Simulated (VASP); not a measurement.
# Al in VASP: further runs, part 2 of 2

VASP 6.6.1. Earlier steps stand in the parts before.

### 4 Single point, PBE

This run uses another cell than the first one.

INCAR

```
SYSTEM = Al
ALGO = Normal
DIPOL = 0.5 0.5 0.500
EDIFF = 1E-6
ENCUT = 520
GGA = PE
IDIPOL = 3
ISIF = 2
ISMEAR = -1
LASPH = .True.
LCHARG = .False.
LDIPOL = .True.
LREAL = .False.
LWAVE = .False.
NBANDS = 12
NELM = 80
PREC = Accurate
SIGMA = 0.1
```

KPOINTS

```
k-points
0
Gamma
  11 11 1
  0 0 0
```

POSCAR

```
Al
1.0
    3.2360515124      0.0000000000      0.0000000000
    0.0000000000      3.2360515124      0.0000000000
    0.0000000000      0.0000000000     19.2361000000
Al
3
Direct
    0.0000000000      0.0000000000      0.4158859771
    0.5000000000      0.5000000000      0.5000000000
    0.0000000000      0.0000000000      0.5841140229
```

Potentials or basis: VASP PAW PBE potentials, release 64 (Al).

On the command line:

```console
cat potpaw_PBE.64/Al/POTCAR > POTCAR
mpirun -np 1 vasp_std > vasp.out
```

OUTCAR:

```text
SYSTEM = Al
   EDIFF = 1E-6
   ENCUT = 520
   GGA = PE
   ISIF = 2
   ISMEAR = -1
   LASPH = .True.
   LREAL = .False.
   NELM = 80
   PREC = Accurate

 ion  position               nearest neighbor table
   1  0.000  0.000  0.416-   2 2.80   2 2.80   2 2.80   2 2.80   3 3.24
   2  0.500  0.500  0.500-   1 2.80   3 2.80   1 2.80   3 2.80   1 2.80   3 2.80   1 2.80   3 2.80

   3  0.000  0.000  0.584-   2 2.80   2 2.80   2 2.80   2 2.80   1 3.24

  LATTYP: Found a simple tetragonal cell.
 ALAT       =     3.2360515124
 C/A-ratio  =     5.9443120501

  Lattice vectors:

 A1 = (   3.2360515124,   0.0000000000,   0.0000000000)
 A2 = (   0.0000000000,   3.2360515124,   0.0000000000)
 A3 = (   0.0000000000,   0.0000000000,  19.2361000000)

Analysis of symmetry for initial positions (statically):
=====================================================================
 Subroutine PRICEL returns:
 Original cell was already a primitive cell.

 Routine SETGRP: Setting up the symmetry group for a
 simple tetragonal supercell.

 Subroutine GETGRP returns: Found 16 space group operations
 (whereof 16 operations were pure point group operations)
 out of a pool of 16 trial point group operations.

The static configuration has the point symmetry D_4h.

Analysis of symmetry for dynamics (positions and initial velocities):
=====================================================================
 Subroutine PRICEL returns:
 Original cell was already a primitive cell.

 Routine SETGRP: Setting up the symmetry group for a
 simple tetragonal supercell.

 Subroutine GETGRP returns: Found 16 space group operations
 (whereof 16 operations were pure point group operations)
 out of a pool of 16 trial point group operations.

The dynamic configuration has the point symmetry D_4h.

 Subroutine INISYM returns: Found 16 space group operations
 (whereof 16 operations are pure point group operations),
 and found     1 'primitive' translations

[... 128 lines left out ...]

 number of electron       9.0000000 magnetization

 dipolmoment           0.000000      0.000000      0.000000 electrons x Angstroem

 Free energy of the ion-electron system (eV)
  ---------------------------------------------------
  ext. energy  EPLUGINS =         0.00000000
  ---------------------------------------------------
  free energy    TOTEN  =        -9.65727473 eV

  energy without entropy =       -9.60444772  energy(sigma->0) =       -9.63086122

 E-fermi :  -1.0570     XC(G=0):  -3.6132

 val. band max:       -1.0659302794   @ k =   0.4545   0.3636   0.0000
 cond. band min:      -0.9726229772   @ k =   0.4545   0.1818   0.0000
 fundamental gap:      0.0933073022
 Fermi energy:        -1.0569787404

 k-point     1 :       0.0000    0.0000    0.0000
  band No.  band energies     occupation
      1     -10.7479      2.00000
      2      -7.6360      2.00000
      3      -3.8482      2.00000
      4      -0.7819      0.12003
      5       1.9125      0.00000
      6       1.9125      0.00000
      7       2.2960      0.00000
      8       3.1250      0.00000
      9       3.1382      0.00000
     10       3.4261      0.00000
     11       4.5654      0.00000
     12       4.8165      0.00000
[... 286 lines left out ...]
 k-point    21 :       0.4545    0.4545    0.0000
  band No.  band energies     occupation
      1      -5.0885      2.00000
      2      -4.0571      2.00000
      3      -3.5733      2.00000
      4      -2.4452      2.00000
      5      -2.1088      1.99995
      6      -1.0971      1.19786
      7      -0.5917      0.01890
      8       0.6310      0.00000
      9       1.0357      0.00000
     10       2.9057      0.00000
     11       3.0411      0.00000
     12       4.3504      0.00000

------------------------ aborting loop because EDIFF is reached ----------------------------------------

 vacuum level on the upper side and lower side of the slab       (xc-potential included)        -0.067        -0.067

  FORCE on cell =-STRESS in cart. coord.  units (eV):
  Direction    XX          YY          ZZ          XY          YZ          ZX
  --------------------------------------------------------------------------------------
  -------------------------------------------------------------------------------------
  Total       -2.1502419     -2.1502419     -0.1436384      0.0000000     -0.0000000     -0.0000000
  in kB      -17.1021232    -17.1021232     -1.1424393      0.0000000     -0.0000000     -0.0000000
  external PRESSURE =     -11.7822286 kB  Pullay stress =       0.0000000 kB

 VOLUME and BASIS-vectors are now :
 -----------------------------------------------------------------------------
  energy-cutoff  :      520.00
  volume of cell :      201.44
      direct lattice vectors                 reciprocal lattice vectors
     3.236051512  0.000000000  0.000000000     0.309018567  0.000000000  0.000000000
     0.000000000  3.236051512  0.000000000     0.000000000  0.309018567  0.000000000
     0.000000000  0.000000000 19.236100000     0.000000000  0.000000000  0.051985590

 POSITION                                       TOTAL-FORCE (eV/Angst)
 -----------------------------------------------------------------------------------
      0.00000      0.00000      8.00002         0.000000     -0.000000      0.043753
      1.61803      1.61803      9.61805         0.000000      0.000000     -0.000000
      0.00000      0.00000     11.23608         0.000000     -0.000000     -0.043753
 -----------------------------------------------------------------------------------
    total drift:                               -0.000000     -0.000000     -0.000000

  FREE ENERGIE OF THE ION-ELECTRON SYSTEM (eV)
  ---------------------------------------------------
  free  energy   TOTEN  =        -9.6572747266 eV

  energy  without entropy=       -9.6044477228  energy(sigma->0) =       -9.63086122

 vacuum level on the upper side and lower side of the slab         2.996         2.996
```

OSZICAR:

```text
N       E                     dE             d eps       ncg     rms          rms(c)
DAV:   1     0.201398665314E+02    0.20140E+02   -0.25674E+03   504   0.467E+02
DAV:   2    -0.923784813384E+01   -0.29378E+02   -0.28047E+02   764   0.773E+01
DAV:   3    -0.102840238622E+02   -0.10462E+01   -0.10211E+01   672   0.142E+01
[... 13 lines left out ...]
DAV:  17    -0.965726455878E+01   -0.41051E-04   -0.42304E-06   552   0.520E-03    0.887E-04
DAV:  18    -0.965726975509E+01   -0.51963E-05   -0.16830E-07   572   0.160E-03    0.563E-04
DAV:  19    -0.965727332217E+01   -0.35671E-05   -0.17724E-07   516   0.122E-03    0.276E-04
DAV:  20    -0.965727461099E+01   -0.12888E-05   -0.79403E-08   504   0.669E-04    0.621E-05
DAV:  21    -0.965727472659E+01   -0.11560E-06   -0.54182E-09   464   0.233E-04
   1 F= -.96572747E+01 E0= -.96308612E+01  d E =-.528270E-01
```

stdout:

```text
POSCAR found type information on POSCAR Al
 POSCAR found :  1 types and       3 ions
 scaLAPACK will be used
 LDA part: xc-table for (Slater+PW92), standard interpolation
 POSCAR, INCAR and KPOINTS ok, starting setup
 FFT: planning ... GRIDC
 FFT: planning ... GRID_SOFT
 FFT: planning ... GRID
 WAVECAR not read
 entering main loop
```

Wall time 61 s (1 thread of Intel Xeon 8259CL, shared host); peak memory 0.27 GiB.

What came out:

```
Free energy            : -9.6573 eV
Largest force          : 0.044 eV/Å
Band gap on the k mesh : zero (an odd number of electrons rules out a gap without spin polarisation)
```

Forces in eV/Å, atoms in the order of the input:
```
Al   0.000  0.000  0.044
Al   0.000  0.000  0.000
Al   0.000  0.000 -0.044
```

Levels at points of the mesh, in eV from the Fermi level:
```csv
k point,band 1,band 2,band 3,band 4,band 5,band 6,band 7,band 8,band 9
"(0.00, 0.00, 0.00)",-9.69,-6.58,-2.79,0.28,2.97,2.97,3.35,4.18,4.20
```

### 5 Single point, PBE

This run uses another cell than the first one.

INCAR

```
PREC = Accurate
ENCUT = 520
EDIFF = 1E-6
ISMEAR = -1
SIGMA = 0.1
LREAL = False
LASPH = True
NELM = 80
ALGO = Normal
ISIF = 2
LWAVE = False
LCHARG = False
LDIPOL = True
IDIPOL = 3
DIPOL = 0.5 0.5 0.500
GGA = PE
NBANDS = 12
```

KPOINTS

```
regular mesh
0
Gamma
  11 11 1
```

POSCAR

```
Al
1.0
    3.2360515124      0.0000000000      0.0000000000
    0.0000000000      3.2360515124      0.0000000000
    0.0000000000      0.0000000000     19.2361000000
Al
3
Direct
    0.0000000000      0.0000000000      0.4166114019
    0.5000000000      0.5000000000      0.5000000010
    0.0000000000      0.0000000000      0.5833885971
```

Potentials or basis: VASP PAW PBE potentials, release 64 (Al).

On the command line:

```console
cat potpaw_PBE.64/Al/POTCAR > POTCAR
mpirun -np 1 vasp_std > vasp.out
```

OUTCAR:

```text
PREC = Accurate
   ENCUT = 520
   EDIFF = 1E-6
   ISMEAR = -1
   LREAL = False
   LASPH = True
   NELM = 80
   ISIF = 2
   GGA = PE

 ion  position               nearest neighbor table
   1  0.000  0.000  0.417-   2 2.79   2 2.79   2 2.79   2 2.79   3 3.21
   2  0.500  0.500  0.500-   3 2.79   3 2.79   3 2.79   3 2.79   1 2.79   1 2.79   1 2.79   1 2.79

   3  0.000  0.000  0.583-   2 2.79   2 2.79   2 2.79   2 2.79   1 3.21

  LATTYP: Found a simple tetragonal cell.
 ALAT       =     3.2360515124
 C/A-ratio  =     5.9443120501

  Lattice vectors:

 A1 = (   3.2360515124,   0.0000000000,   0.0000000000)
[... 507 lines left out ...]
  -------------------------------------------------------------------------------------
  Total       -2.0359352     -2.0359352     -0.0090227      0.0000000      0.0000000      0.0000000
  in kB      -16.1929753    -16.1929753     -0.0717629      0.0000000      0.0000000      0.0000000
  external PRESSURE =     -10.8192378 kB  Pullay stress =       0.0000000 kB

 VOLUME and BASIS-vectors are now :
 -----------------------------------------------------------------------------
  energy-cutoff  :      520.00
  volume of cell :      201.44
      direct lattice vectors                 reciprocal lattice vectors
     3.236051512  0.000000000  0.000000000     0.309018567  0.000000000  0.000000000
     0.000000000  3.236051512  0.000000000     0.000000000  0.309018567  0.000000000
     0.000000000  0.000000000 19.236100000     0.000000000  0.000000000  0.051985590

 POSITION                                       TOTAL-FORCE (eV/Angst)
 -----------------------------------------------------------------------------------
      0.00000      0.00000      8.01398         0.000000      0.000000      0.002185
      1.61803      1.61803      9.61805        -0.000000     -0.000000      0.000000
      0.00000      0.00000     11.22212         0.000000      0.000000     -0.002185
 -----------------------------------------------------------------------------------
    total drift:                               -0.000000      0.000000     -0.000000

  FREE ENERGIE OF THE ION-ELECTRON SYSTEM (eV)
  ---------------------------------------------------
  free  energy   TOTEN  =        -9.6579226331 eV

  energy  without entropy=       -9.6041633275  energy(sigma->0) =       -9.63104298

 vacuum level on the upper side and lower side of the slab         2.945         2.945
```

stdout:

```text
POSCAR found type information on POSCAR Al
 POSCAR found :  1 types and       3 ions
 scaLAPACK will be used
 LDA part: xc-table for (Slater+PW92), standard interpolation
 POSCAR, INCAR and KPOINTS ok, starting setup
 FFT: planning ... GRIDC
 FFT: planning ... GRID_SOFT
 FFT: planning ... GRID
 WAVECAR not read
 entering main loop
```

It took 57 s on 1 thread of Intel Xeon 8259CL, shared host; peak memory 0.27 GiB.

What came out:

* Free energy: -9.6579 eV
* Band gap on the k mesh: zero (an odd number of electrons rules out a gap without spin polarisation)

Forces in eV/Å, atoms in the order of the input:
```
Al   0.000  0.000  0.002
Al   0.000  0.000  0.000
Al   0.000  0.000 -0.002
```

### 6 The runs side by side

| cell | gap on the mesh (eV) |
| --- | --- |
| a = 3.236, b = 3.236, c = 16.208 Å, 3 atoms, atomic positions A | none |
| a = 3.236, b = 3.236, c = 19.236 Å, 3 atoms, atomic positions B | none |
| a = 3.236, b = 3.236, c = 19.236 Å, 3 atoms, atomic positions A | none |

Alike in all rows: task single point; level PBE; potentials or basis VASP PAW PBE potentials, release 64 (Al); no spin polarisation; k mesh 11 × 11 × 1; cutoff (eV) 520; smearing fermi-dirac 0.1 eV.

Absolute energies hang on the potentials; compare differences alone.

The gap in the log of VASP goes by the Fermi energy; the results here count the filled bands.